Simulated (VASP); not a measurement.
Wanted: the native input for a VASP 6.6.1 run.

```
Task                   : single point
Functional             : PBE
Potentials or basis    : VASP PAW PBE potentials, release 64 (Al, Co, Si)
Cutoff                 : 520 eV
k mesh                 : 1 × 1 × 1
Occupations            : methfessel-paxton, width 0.1 eV
Spin                   : no spin polarisation
Dipole correction      : no
Further INCAR settings : LREAL = Auto; ALGO = Normal; EDIFF = 1e-06; NBANDS = 120
```

The structure of Al16Co16Si (a cell with a defect) lies in POSCAR:

```
Al16Co16Si
1.0
    0.0000000000      5.7030923000      5.7030923000
    5.7030923000      0.0000000000      5.7030923000
    5.7030923000      5.7030923000      0.0000000000
Al Co Si
16 16 1
Direct
   -0.0119343150      0.0097849547      0.0117344234
    0.2521646897      0.2536835148      0.2422057065
   -0.0008035115      0.0013744298      0.4955475646
    0.2550695173      0.2488488570      0.7447270317
   -0.0119284410      0.4879110934      0.0117269713
    0.2521609198      0.7494397382      0.2422052682
    0.0230709049      0.4805667445      0.5132968828
    0.1375345968      0.7488550554      0.8622542371
    0.4864965976      0.0171364928     -0.0232700074
    0.7550956172      0.2488462268      0.2447049647
    0.5200922314      0.0171461367      0.4797053697
    0.7575920698      0.2440073607      0.7476364182
    0.5042502118      0.4963199526      0.0006025678
    0.7459892417      0.7488506718      0.2538104635
    0.5200821491      0.4805532430      0.4797154519
    0.7575918945      0.7482569588      0.7476332620
    0.1241515064      0.1279582131      0.1174311172
    0.3823160989      0.3732434771      0.3686991003
    0.1434572609      0.0948252232      0.6264669783
    0.3733198391      0.4028804689      0.8563458635
    0.1187985332      0.6053181008      0.1680526896
    0.3684636140      0.9028977139      0.3232262259
    0.1434465649      0.6327470800      0.6264743427
    0.3733315871      0.8649503183      0.8563356935
    0.6238770675      0.1256264956      0.1187475959
    0.8810417640      0.3720763032      0.3759173773
    0.6310967473      0.1244612506      0.6174836062
    0.8823643798      0.3697410789      0.8756497769
    0.6238795223      0.6292364407      0.1187579412
    0.8810516709      0.8684521904      0.3759211472
    0.6765786519      0.5947861829      0.6313344254
    0.8317370210      0.8923734234      0.8810029254
    0.4013651506      0.7488496197      0.5984375354
```

One way to write it, as run:

INCAR

```
SYSTEM = Al16Co16Si
  PREC = Accurate
  ENCUT = 520
  EDIFF = 1E-6
  ISMEAR = 1
  SIGMA = 0.1
  LREAL = Auto
  LASPH = .TRUE.
  NELM = 120
  ALGO = Normal
  ISIF = 2
  LWAVE = .FALSE.
  LCHARG = .FALSE.
  GGA = PE
  NBANDS = 120
  GGA_COMPAT = .FALSE.
```

KPOINTS

```
regular mesh
0
G
  1 1 1
  0 0 0
```

Potentials or basis: VASP PAW PBE potentials, release 64 (Al, Co, Si).

Command:

```bash
$ cat potpaw_PBE.64/Al/POTCAR potpaw_PBE.64/Co/POTCAR potpaw_PBE.64/Si/POTCAR > POTCAR
$ mpirun -np 1 vasp_gam > vasp.out
```

Results of the run:

```yaml
Pressure: 9.5 GPa
Largest_force: 0.055 eV/Å
```

Caveat: the k points lie up to 0.95 Å⁻¹ apart, too coarse for converged energies, forces and pressures.

It took 7.6 min on 1 thread of Intel Xeon 8259CL (shared host), peak memory 0.49 GiB.
